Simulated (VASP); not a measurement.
Write the native input for VASP 6.6.1 that does the following.

```yaml
Task: single point
Functional: PBE
Potentials_or_basis: VASP PAW PBE potentials, release 64 (Re, Ga_d, Si)
Cutoff: 520 eV
k_mesh: 8 × 8 × 3
Occupations: gaussian, width 0.12 eV
Spin: no spin polarisation
Dipole_correction: no
Further_INCAR_settings: ALGO = Normal; EDIFF = 1e-06; NBANDS = 33
```

The structure of GaReSi lies in POSCAR:

```
GaReSi
1.0
    3.1946370000      0.0000000000      0.0000000000
    0.0000000000      3.1946370000      0.0000000000
    0.0000000000      0.0000000000      8.0551010000
Re Ga Si
2 2 2
Direct
    0.7500000000      0.7500000000      0.7306300000
    0.2500000000      0.2500000000      0.2693700000
    0.2500000000      0.2500000000      0.9146000000
    0.7500000000      0.7500000000      0.0854000000
    0.7500000000      0.7500000000      0.4152000000
    0.2500000000      0.2500000000      0.5848000000
```

These files were run (other wordings do the same):

INCAR

```
PREC     = Accurate       # precision mode
ENCUT    = 520            # plane-wave cutoff, eV
EDIFF    = 1E-6           # SCF threshold, eV
ISMEAR   = 0              # smearing method
SIGMA    = 0.12           # smearing width, eV
LREAL    = F              # projectors in reciprocal space
LASPH    = T              # aspherical terms in the spheres
NELM     = 100            # most SCF steps
ALGO     = Normal         # electronic algorithm
ISIF     = 2              # what is computed and relaxed
LWAVE    = F              # write WAVECAR
LCHARG   = T              # write CHGCAR
GGA      = PE             # functional
LELF     = T              # ELF
LVHAR    = T            
NBANDS   = 33             # bands
```

KPOINTS

```
Automatic mesh
0
Gamma
  8 8 3
```

Potentials or basis: VASP PAW PBE potentials, release 64 (Re, Ga_d, Si).

Run with:

```bash
$ cat potpaw_PBE.64/Re/POTCAR potpaw_PBE.64/Ga_d/POTCAR potpaw_PBE.64/Si/POTCAR > POTCAR
$ mpirun -np 1 vasp_std > vasp.out
```

Results of the run:

```json
{"Pressure": "3.7 GPa", "Largest force": "0.170 eV/Å", "Band gap on the k mesh": "0.20 eV, indirect (least direct gap 0.87 eV)"}
```

Caveat: spin-orbit coupling is left out, which moves the levels of the heavy elements.

Wall time 85 s on 1 thread of Intel(R) Xeon(R) Platinum 8488C (Sapphire Rapids), with other jobs on the host, peak memory 0.22 GiB.
